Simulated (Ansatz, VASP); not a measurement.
**H: VASP beside Ansatz**

```
H
1.0
     5.69853    0.00000    0.00000
    -2.84927    4.93507    0.00000
     0.00000    0.00000    4.28059
H
2
Direct
  0.33333 0.66667 0.25000
  0.66667 0.33333 0.75000
```

Alike in both runs: task single point; functional PBE; k mesh 6 × 6 × 6; occupations gaussian, width 0.05 eV; collinear spin.

|  | VASP | Ansatz |
| --- | --- | --- |
| version | VASP 6.6.1 | Ansatz 0.2.0 |
| potentials or method | VASP PAW PBE potentials, release 64 (H), cutoff 520 eV | scalar-relativistic, plane waves, PAW |
| valence electrons in the cell | 2 | 2 |

|  | VASP | Ansatz | Ansatz less VASP |
| --- | --- | --- | --- |
| gap on the k mesh at the Fermi level (eV) | 6.79 | 6.57 | -0.221 |
| least direct gap on the mesh (eV) | 7.18 | 6.57 | -0.616 |
| pressure (GPa) | 0.0 | 0.0 | +0.03 |
| net moment per atom (μB) | 1.00 | 1.00 | 0.000 |
| size of the moment on the site where the two differ most (μB) | 0.38 | 0.96 | +0.576 |

Site moments also hang on the region over which each program counts them. Ansatz's warnings: band edge not confirmed under output density, nearly empty spin channel levels not settled, xc potential rough in thin density.
